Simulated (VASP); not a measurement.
A run of VASP 6.6.1 is set up as follows.

POSCAR

```
BaZrO3
1.0
    4.1190723400      0.0000000000      0.0000000000
    0.0000000000      4.1190723400      0.0000000000
    0.0000000000      0.0000000000      4.1190723400
Ba Zr O
1 1 3
Direct
    0.0000000000      0.0000000000      0.0000000000
    0.5000000000      0.5000000000      0.5000000000
    0.0000000000      0.5000000000      0.5000000000
    0.5000000000      0.0000000000      0.5000000000
    0.5000000000      0.5000000000      0.0000000000
```

File INCAR.step1:

```
PREC = Accurate
ENCUT = 520
ISMEAR = -1
SIGMA = 0.02
LREAL = F
LASPH = T
NELM = 80
NBANDS = 28
GGA = PE
ALGO = Normal
EDIFF = 1E-4
LWAVE = T
LCHARG = F
```

File INCAR.step2:

```
PREC = Accurate
ENCUT = 520
EDIFF = 1E-7
ISMEAR = -1
SIGMA = 0.02
LREAL = F
LASPH = T
NELM = 80
ALGO = Normal
ISIF = 2
LWAVE = F
LCHARG = T
METAGGA = R2SCAN
LMIXTAU = T
LELF = T
LVHAR = T
NBANDS = 28
ISTART = 1
```

The input KPOINTS:

```
regular mesh
0
Gamma
  8 8 8
```

Potentials or basis: VASP PAW PBE potentials, release 64 (Ba_sv, Zr_sv, O).

Command:

```sh
$ cat potpaw_PBE.64/Ba_sv/POTCAR potpaw_PBE.64/Zr_sv/POTCAR potpaw_PBE.64/O/POTCAR > POTCAR
$ cp INCAR.step1 INCAR
$ mpirun -np 1 vasp_std > vasp.out
$ cp INCAR.step2 INCAR
$ mpirun -np 1 vasp_std > vasp.out
```

(1) Predict the band gap on the k mesh.

(2) Predict the pressure.

## Answers

(1) 3.83 eV (least direct gap 4.00 eV).

(2) 12.9 GPa.

Caveat: the cell stands under pressure; the PAW data sets were made with another functional, which shifts forces and pressure a little; spin-orbit coupling is left out, which moves the levels of the heavy elements.
